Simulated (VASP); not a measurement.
# SiO2 (P4_12_12) in VASP: further runs, part 2 of 2

VASP 6.6.1.

## Step 3: Single point, PBE

This run uses another cell than the first one, of 15.29 Å³/atom, 1.061 times its volume.

INCAR

```
SYSTEM = SiO2
ALGO     = Normal         ! electronic algorithm
EDIFF    = 1E-7           ! SCF threshold, eV
ENCUT    = 520            ! plane-wave cutoff, eV
GGA      = PE             ! functional
ISIF     = 2              ! what is computed and relaxed
ISMEAR   = 0              ! smearing method
LASPH    = .TRUE.         ! aspherical terms in the spheres
LCHARG   = .TRUE.         ! write CHGCAR
LELF     = .TRUE.         ! ELF
LREAL    = .FALSE.        ! projectors in reciprocal space
LVHAR    = .TRUE.       
LWAVE    = .FALSE.        ! write WAVECAR
NBANDS   = 44             ! bands
NELM     = 80             ! most SCF steps
PREC     = Accurate       ! precision mode
SIGMA    = 0.02           ! smearing width, eV
```

KPOINTS

```
k-points
0
G
  6 6 4
  0 0 0
```

POSCAR

```
SiO2
1.0
    5.0832710557      0.0000000000      0.0000000000
    0.0000000000      5.0832710557      0.0000000000
    0.0000000000      0.0000000000      7.0988987441
Si O
4 8
Direct
    0.7060628816      0.7060628816      0.5000000000
    0.7939371184      0.2060628816      0.7500000000
    0.2060628816      0.7939371184      0.2500000000
    0.2939371184      0.2939371184      0.0000000000
    0.9063931382      0.7588500266      0.3257041561
    0.0936068618      0.2411499734      0.8257041561
    0.7588500266      0.9063931382      0.6742958439
    0.2588500266      0.5936068618      0.0757041561
    0.2411499734      0.0936068618      0.1742958439
    0.4063931382      0.7411499734      0.4242958439
    0.5936068618      0.2588500266      0.9242958439
    0.7411499734      0.4063931382      0.5757041561
```

Potentials or basis: VASP PAW PBE potentials, release 64 (Si, O).

Run with:

```
$ cat potpaw_PBE.64/Si/POTCAR potpaw_PBE.64/O/POTCAR > POTCAR
$ mpirun -np 1 vasp_std > vasp.out
```

OUTCAR:

```text
SYSTEM = SiO2
   EDIFF = 1E-7
   ENCUT = 520
   GGA = PE
   ISIF = 2
   ISMEAR = 0
   LASPH = .TRUE.
   LREAL = .FALSE.
   NELM = 80
   PREC = Accurate

 ion  position               nearest neighbor table
   1  0.706  0.706  0.500-   5 1.62   7 1.62  10 1.63  12 1.63   2 3.13   3 3.13   2 3.13   3 3.13

   2  0.794  0.206  0.750-  11 1.62  12 1.62   6 1.63   7 1.63   1 3.13   4 3.13   1 3.13   4 3.13

   3  0.206  0.794  0.250-   8 1.62  10 1.62   9 1.63   5 1.63   1 3.13   4 3.13   4 3.13   1 3.13

   4  0.294  0.294  0.000-   6 1.62   9 1.62   8 1.63  11 1.63   2 3.13   3 3.13   3 3.13   2 3.13

   5  0.906  0.759  0.326-   1 1.62   3 1.63
   6  0.094  0.241  0.826-   4 1.62   2 1.63
   7  0.759  0.906  0.674-   1 1.62   2 1.63
   8  0.259  0.594  0.076-   3 1.62   4 1.63
   9  0.241  0.094  0.174-   4 1.62   3 1.63
  10  0.406  0.741  0.424-   3 1.62   1 1.63
  11  0.594  0.259  0.924-   2 1.62   4 1.63
  12  0.741  0.406  0.576-   2 1.62   1 1.63

  LATTYP: Found a simple tetragonal cell.
 ALAT       =     5.0832710557
 C/A-ratio  =     1.3965217802

[... 1335 lines left out ...]
     43      11.0161      0.00000
     44      11.0198      0.00000

 [... further k-points ...]

------------------------ aborting loop because EDIFF is reached ----------------------------------------

  FORCE on cell =-STRESS in cart. coord.  units (eV):
  Direction    XX          YY          ZZ          XY          YZ          ZX
  --------------------------------------------------------------------------------------
  -------------------------------------------------------------------------------------
  Total        0.1100938      0.1100938      0.0754682      0.0000000      0.0000000      0.0000000
  in kB        0.9616029      0.9616029      0.6591691      0.0000000      0.0000000      0.0000000
  external PRESSURE =       0.8607916 kB  Pullay stress =       0.0000000 kB

 VOLUME and BASIS-vectors are now :
 -----------------------------------------------------------------------------
  energy-cutoff  :      520.00
  volume of cell :      183.43
      direct lattice vectors                 reciprocal lattice vectors
     5.083271056  0.000000000  0.000000000     0.196723722  0.000000000  0.000000000
     0.000000000  5.083271056  0.000000000     0.000000000  0.196723722  0.000000000
     0.000000000  0.000000000  7.098898744     0.000000000  0.000000000  0.140866920

 POSITION                                       TOTAL-FORCE (eV/Angst)
 -----------------------------------------------------------------------------------
      3.58911      3.58911      3.54945        -0.015264     -0.015264      0.000000
      4.03580      1.04747      5.32417         0.015264     -0.015264      0.000000
      1.04747      4.03580      1.77472        -0.015264      0.015264      0.000000
      1.49416      1.49416      0.00000         0.015264      0.015264      0.000000
      4.60744      3.85744      2.31214         0.002553     -0.000468      0.006159
      0.47583      1.22583      5.86159        -0.002553      0.000468      0.006159
      3.85744      4.60744      4.78676        -0.000468      0.002553     -0.006159
      1.31580      3.01746      0.53742        -0.000468     -0.002553      0.006159
      1.22583      0.47583      1.23731         0.000468     -0.002553     -0.006159
      2.06581      3.76747      3.01203         0.002553      0.000468     -0.006159
      3.01746      1.31580      6.56148        -0.002553     -0.000468     -0.006159
      3.76747      2.06581      4.08687         0.000468      0.002553      0.006159
 -----------------------------------------------------------------------------------
    total drift:                                0.000000     -0.000000      0.000000

  FREE ENERGIE OF THE ION-ELECTRON SYSTEM (eV)
  ---------------------------------------------------
  free  energy   TOTEN  =       -94.9521181285 eV

  energy  without entropy=      -94.9521181285  energy(sigma->0) =      -94.95211813
```

stdout:

```text
POSCAR found type information on POSCAR SiO
 POSCAR found :  2 types and      12 ions
 scaLAPACK will be used
 LDA part: xc-table for (Slater+PW92), standard interpolation
 POSCAR, INCAR and KPOINTS ok, starting setup
 FFT: planning ... GRIDC
 FFT: planning ... GRID_SOFT
 FFT: planning ... GRID
 WAVECAR not read
 entering main loop
```

It took 2.1 min on 1 thread of Intel Xeon 6975P-C (Granite Rapids), shared host; peak memory 0.37 GiB.

What came out:

* Free energy: -94.9521 eV
* Pressure: 0.1 GPa
* Largest force: 0.022 eV/Å
* Band gap on the k mesh: 5.51 eV, direct

Forces in eV/Å, atoms in the order of the input:
```
Si  -0.015 -0.015  0.000
Si   0.015 -0.015  0.000
Si  -0.015  0.015  0.000
Si   0.015  0.015  0.000
O    0.003  0.000  0.006
O   -0.003  0.000  0.006
O    0.000  0.003 -0.006
O    0.000 -0.003  0.006
O    0.000 -0.003 -0.006
O    0.003  0.000 -0.006
O   -0.003  0.000 -0.006
O    0.000  0.003  0.006
```

## Step 4: Single point, PBE

This run uses another cell than the first one: it holds 48 atoms, not 12.

INCAR

```
SYSTEM = SiO2
ALGO = Normal
EDIFF = 1E-6
ENCUT = 520
GGA = PE
ISIF = 2
ISMEAR = 0
LASPH = .TRUE.
LCHARG = .FALSE.
LREAL = Auto
LWAVE = .FALSE.
NBANDS = 158
NELM = 100
PREC = Accurate
SIGMA = 0.01
```

KPOINTS

```
Automatic mesh
0
Gamma
  2 2 2
  0.5 0.5 0.5
```

POSCAR

```
SiO2
1.0
    5.0832710680      5.0832710680     -7.0988988238
   -5.0832710680      5.0832710680      7.0988988238
    5.0832710680     -5.0832710680      7.0988988238
Si O
16 32
Direct
    0.7060628840      0.6030314420      0.6030314420
    0.7060628840      0.1030314420      0.1030314420
    0.2060628840      0.1030314420      0.6030314420
    0.2060628840      0.6030314420      0.1030314420
    0.5000000000      0.4780314420      0.7719685580
    0.5000000000      0.9780314420      0.2719685580
    0.0000000000      0.9780314420      0.7719685580
    0.0000000000      0.4780314420      0.2719685580
    0.5000000000      0.5219685580      0.2280314420
    0.5000000000      0.0219685580      0.7280314420
    0.0000000000      0.0219685580      0.2280314420
    0.0000000000      0.5219685580      0.7280314420
    0.2939371160      0.6469685580      0.6469685580
    0.2939371160      0.1469685580      0.1469685580
    0.7939371160      0.1469685580      0.6469685580
    0.7939371160      0.6469685580      0.1469685580
    0.8326215843      0.5422770924      0.6160486513
    0.8326215843      0.0422770924      0.1160486513
    0.3326215843      0.0422770924      0.6160486513
    0.3326215843      0.5422770924      0.1160486513
    0.1673784157      0.5334270670      0.4596555082
    0.1673784157      0.0334270670      0.9596555082
    0.6673784157      0.0334270670      0.4596555082
    0.6673784157      0.5334270670      0.9596555082
    0.8326215843      0.7903444918      0.7165729330
    0.8326215843      0.2903444918      0.2165729330
    0.3326215843      0.2903444918      0.7165729330
    0.3326215843      0.7903444918      0.2165729330
    0.4262284412      0.3346555082      0.1672770924
    0.4262284412      0.8346555082      0.6672770924
    0.9262284412      0.8346555082      0.1672770924
    0.9262284412      0.3346555082      0.6672770924
    0.1673784157      0.1339513487      0.2077229076
    0.1673784157      0.6339513487      0.7077229076
    0.6673784157      0.6339513487      0.2077229076
    0.6673784157      0.1339513487      0.7077229076
    0.5737715588      0.5827229076      0.4153444918
    0.5737715588      0.0827229076      0.9153444918
    0.0737715588      0.0827229076      0.4153444918
    0.0737715588      0.5827229076      0.9153444918
    0.4262284412      0.5915729330      0.7589513487
    0.4262284412      0.0915729330      0.2589513487
    0.9262284412      0.0915729330      0.7589513487
    0.9262284412      0.5915729330      0.2589513487
    0.5737715588      0.4910486513      0.6584270670
    0.5737715588      0.9910486513      0.1584270670
    0.0737715588      0.9910486513      0.6584270670
    0.0737715588      0.4910486513      0.1584270670
```

Run with:

```
$ cat potpaw_PBE.64/Si/POTCAR potpaw_PBE.64/O/POTCAR > POTCAR
$ mpirun -np 1 vasp_std > vasp.out
```

Wall time 8.8 min (1 thread of Intel Xeon Platinum 8375C at 2.90GHz (Ice Lake), shared host); peak memory 1 GiB.

It converged, with:

| Property | Result |
| --- | --- |
| Free energy | -379.8302 eV |
| Pressure | 0.1 GPa |
| Largest force | 0.026 eV/Å |
| Band gap on the k mesh | 5.96 eV |

Forces in eV/Å, atoms in the order of the input:
```
Si  -0.018 -0.018  0.000
Si  -0.018 -0.018  0.000
Si  -0.018 -0.018  0.000
Si  -0.018 -0.018  0.000
Si   0.018 -0.018  0.000
Si   0.018 -0.018  0.000
Si   0.018 -0.018  0.000
Si   0.018 -0.018  0.000
Si  -0.018  0.018  0.000
Si  -0.018  0.018  0.000
Si  -0.018  0.018  0.000
Si  -0.018  0.018  0.000
Si   0.018  0.018  0.000
Si   0.018  0.018  0.000
Si   0.018  0.018  0.000
Si   0.018  0.018  0.000
O    0.003  0.000  0.005
O    0.003  0.000  0.005
O    0.003  0.000  0.005
O    0.003  0.000  0.005
O   -0.003  0.000  0.005
O   -0.003  0.000  0.005
O   -0.003  0.000  0.005
O   -0.003  0.000  0.005
O    0.000  0.003 -0.005
O    0.000  0.003 -0.005
O    0.000  0.003 -0.005
O    0.000  0.003 -0.005
O    0.000 -0.003  0.005
O    0.000 -0.003  0.005
O    0.000 -0.003  0.005
O    0.000 -0.003  0.005
O    0.000 -0.003 -0.005
O    0.000 -0.003 -0.005
O    0.000 -0.003 -0.005
O    0.000 -0.003 -0.005
O    0.003  0.000 -0.005
O    0.003  0.000 -0.005
O    0.003  0.000 -0.005
O    0.003  0.000 -0.005
O   -0.003  0.000 -0.005
O   -0.003  0.000 -0.005
O   -0.003  0.000 -0.005
O   -0.003  0.000 -0.005
O    0.000  0.003  0.005
O    0.000  0.003  0.005
O    0.000  0.003  0.005
O    0.000  0.003  0.005
```

Levels at points of the mesh, in eV from the valence-band top:
| k point | band 125 | band 126 | band 127 | band 128 | band 129 | band 130 | band 131 | band 132 |
| --- | --- | --- | --- | --- | --- | --- | --- | --- |
| (0.25, 0.25, 0.25) | -0.12 | -0.12 | -0.12 | -0.12 | 7.00 | 7.00 | 7.00 | 7.00 |

A k mesh can miss the band edges. PBE gaps usually lie below the measured ones, often by a third to a half.

## Step 5: Single point, PBE

This run uses another cell than the first one: it holds 24 atoms, not 12.

INCAR

```
SYSTEM = SiO2
PREC     = Accurate       ! precision mode
ENCUT    = 520            ! plane-wave cutoff, eV
EDIFF    = 1E-6           ! SCF threshold, eV
ISMEAR   = 0              ! smearing method
SIGMA    = 0.01           ! smearing width, eV
LREAL    = Auto         
LASPH    = .TRUE.         ! aspherical terms in the spheres
NELM     = 100            ! most SCF steps
ALGO     = Normal         ! electronic algorithm
ISIF     = 2              ! what is computed and relaxed
LWAVE    = .FALSE.        ! write WAVECAR
LCHARG   = .FALSE.        ! write CHGCAR
GGA      = PE             ! functional
NBANDS   = 82             ! bands
```

KPOINTS

```
Automatic mesh
0
G
  2 2 2
  0 0 0
```

POSCAR

```
SiO2
1.0
   -5.0832710680     -5.0832710680      0.0000000000
   -5.0832710680      5.0832710680      0.0000000000
    5.0832710680      0.0000000000     -7.0988988238
Si O
8 16
Direct
    0.5439371160      0.2500000000      0.5000000000
    0.0439371160      0.7500000000      0.5000000000
    0.6250000000      0.8310628840      0.2500000000
    0.1250000000      0.3310628840      0.2500000000
    0.8750000000      0.6689371160      0.7500000000
    0.3750000000      0.1689371160      0.7500000000
    0.7060628840      0.0000000000      0.0000000000
    0.2060628840      0.5000000000      0.0000000000
    0.5045263360      0.2633763615      0.6742958406
    0.0045263360      0.7633763615      0.6742958406
    0.9197695046      0.1609194791      0.1742958406
    0.4197695046      0.6609194791      0.1742958406
    0.3302304954      0.2366236385      0.3257041594
    0.8302304954      0.7366236385      0.3257041594
    0.0359194791      0.6295263360      0.9242958406
    0.5359194791      0.1295263360      0.9242958406
    0.2454736640      0.3390805209      0.8257041594
    0.7454736640      0.8390805209      0.8257041594
    0.7140805209      0.4552304954      0.5757041594
    0.2140805209      0.9552304954      0.5757041594
    0.6116236385      0.8704736640      0.0757041594
    0.1116236385      0.3704736640      0.0757041594
    0.6383763615      0.0447695046      0.4242958406
    0.1383763615      0.5447695046      0.4242958406
```

Run with:

```
$ cat potpaw_PBE.64/Si/POTCAR potpaw_PBE.64/O/POTCAR > POTCAR
$ mpirun -np 1 vasp_std > vasp.out
```

Run time: 2.5 min. Hardware: 1 thread of Intel Xeon 6975P-C (Granite Rapids), shared host; peak memory 0.48 GiB.

The run converged. Its results:

- Free energy: -189.9146 eV
- Pressure: 0.1 GPa
- Largest force: 0.023 eV/Å
- Band gap on the k mesh: 5.51 eV

Forces in eV/Å, atoms in the order of the input:
```
Si  -0.016 -0.016  0.000
Si  -0.016 -0.016  0.000
Si   0.016 -0.016  0.000
Si   0.016 -0.016  0.000
Si  -0.016  0.016  0.000
Si  -0.016  0.016  0.000
Si   0.016  0.016  0.000
Si   0.016  0.016  0.000
O    0.002  0.000  0.007
O    0.002  0.000  0.007
O   -0.002  0.000  0.007
O   -0.002  0.000  0.007
O    0.000  0.002 -0.007
O    0.000  0.002 -0.007
O    0.000 -0.002  0.007
O    0.000 -0.002  0.007
O    0.000 -0.002 -0.007
O    0.000 -0.002 -0.007
O    0.002  0.000 -0.007
O    0.002  0.000 -0.007
O   -0.002  0.000 -0.007
O   -0.002  0.000 -0.007
O    0.000  0.002  0.007
O    0.000  0.002  0.007
```

Levels at points of the mesh, in eV from the valence-band top:
```tsv
k point	band 62	band 63	band 64	band 65	band 66	band 67
(0.00, 0.00, 0.00)	-0.25	-0.25	0.00	5.51	8.67	8.67
(0.50, 0.00, 0.00)	-0.49	-0.23	-0.23	6.89	6.89	8.27
(0.50, 0.50, 0.00)	-0.45	-0.16	-0.16	7.48	7.48	7.71
(0.00, 0.00, 0.50)	-0.49	-0.39	-0.39	6.70	6.70	8.50
```

Caveat: the k points lie up to 0.49 Å⁻¹ apart. Expect the measured gap to be larger: semilocal functionals such as PBE lack the derivative discontinuity.

## Step 6: Single point, PBE

This run uses another cell than the first one, of 15.29 Å³/atom, 1.061 times its volume.

INCAR

```
SYSTEM = SiO2
ALGO     = Normal         ! electronic algorithm
EDIFF    = 1E-7           ! SCF threshold, eV
ENCUT    = 520            ! plane-wave cutoff, eV
GGA      = PE             ! functional
ISIF     = 2              ! what is computed and relaxed
ISMEAR   = 0              ! smearing method
LASPH    = .TRUE.         ! aspherical terms in the spheres
LCHARG   = .TRUE.         ! write CHGCAR
LELF     = .TRUE.         ! ELF
LREAL    = .FALSE.        ! projectors in reciprocal space
LVHAR    = .TRUE.       
LWAVE    = .FALSE.        ! write WAVECAR
NBANDS   = 44             ! bands
NELM     = 80             ! most SCF steps
PREC     = Accurate       ! precision mode
SIGMA    = 0.02           ! smearing width, eV
```

KPOINTS

```
k-points
0
G
  6 6 4
  0 0 0
```

POSCAR

```
SiO2
1.0
    5.0832710593      0.0000000000      0.0000000000
    0.0000000000      5.0832710593      0.0000000000
    0.0000000000      0.0000000000      7.0988987724
Si O
4 8
Direct
    0.7060628828      0.7060628828      0.5000000000
    0.7939371172      0.2060628828      0.7500000000
    0.2060628828      0.7939371172      0.2500000000
    0.2939371172      0.2939371172      0.0000000000
    0.9063931409      0.7588500263      0.3257041581
    0.0936068591      0.2411499737      0.8257041581
    0.7588500263      0.9063931409      0.6742958419
    0.2588500263      0.5936068591      0.0757041581
    0.2411499737      0.0936068591      0.1742958419
    0.4063931409      0.7411499737      0.4242958419
    0.5936068591      0.2588500263      0.9242958419
    0.7411499737      0.4063931409      0.5757041581
```

Potentials or basis: VASP PAW PBE potentials, release 64 (Si, O).

Run with:

```
$ cat potpaw_PBE.64/Si/POTCAR potpaw_PBE.64/O/POTCAR > POTCAR
$ mpirun -np 1 vasp_std > vasp.out
```

Wall time 2.9 min (1 thread of Intel Xeon Platinum 8559C (Emerald Rapids), shared host); peak memory 0.37 GiB.

Results (log left out):

```yaml
Free_energy: -94.9521 eV
Pressure: 0.1 GPa
Largest_force: 0.022 eV/Å
Band_gap_on_the_k_mesh: 5.51 eV, direct
```

Forces in eV/Å, atoms in the order of the input:
```
Si  -0.015 -0.015  0.000
Si   0.015 -0.015  0.000
Si  -0.015  0.015  0.000
Si   0.015  0.015  0.000
O    0.003  0.000  0.006
O   -0.003  0.000  0.006
O    0.000  0.003 -0.006
O    0.000 -0.003  0.006
O    0.000 -0.003 -0.006
O    0.003  0.000 -0.006
O   -0.003  0.000 -0.006
O    0.000  0.003  0.006
```

Levels at points of the mesh, in eV from the valence-band top:
```tsv
k point	band 29	band 30	band 31	band 32	band 33	band 34	band 35	band 36
(0.00, 0.00, 0.00)	-0.66	-0.25	-0.25	0.00	5.51	8.67	8.67	8.87
(0.50, 0.00, 0.00)	-0.63	-0.63	-0.45	-0.45	7.48	7.48	9.12	9.12
(0.50, 0.50, 0.00)	-0.59	-0.59	-0.55	-0.55	8.50	8.50	8.58	8.58
(0.00, 0.00, 0.50)	-0.49	-0.49	-0.39	-0.39	6.70	6.70	9.32	9.32
(0.50, 0.00, 0.50)	-0.92	-0.92	-0.16	-0.16	7.71	7.71	8.71	8.71
(0.50, 0.50, 0.50)	-0.64	-0.64	-0.64	-0.64	9.01	9.01	9.01	9.01
```

## Step 7: The runs side by side

| cell | k mesh | smearing | gap on the mesh (eV) | pressure (GPa) | largest force (eV/Å) |
| --- | --- | --- | --- | --- | --- |
| a = 4.993, b = 4.993, c = 6.934 Å, 12 atoms | 4 × 4 × 4 | gaussian 0.1 eV | 5.72 | 4.8 | 0.28 |
| a = 5.083, b = 5.083, c = 7.099 Å, 12 atoms | 6 × 6 × 4 | gaussian 0.02 eV | 5.51 | 0.1 | 0.02 |
| a = 10.103 Å, angles 90.7, 119.6, 119.6°, 48 atoms | 2 × 2 × 2, shifted | gaussian 0.01 eV | 5.96 | 0.1 | 0.03 |
| a = 7.189, b = 7.189, c = 8.731 Å, angles 114.3, 114.3, 90.0°, 24 atoms | 2 × 2 × 2 | gaussian 0.01 eV | 5.51 | 0.1 | 0.02 |

Alike in all rows: task single point; level PBE; potentials or basis VASP PAW PBE potentials, release 64 (Si, O); no spin polarisation; cutoff (eV) 520.

Caveats: some runs use coarse meshes.

Absolute energies hang on the potentials; compare differences alone.
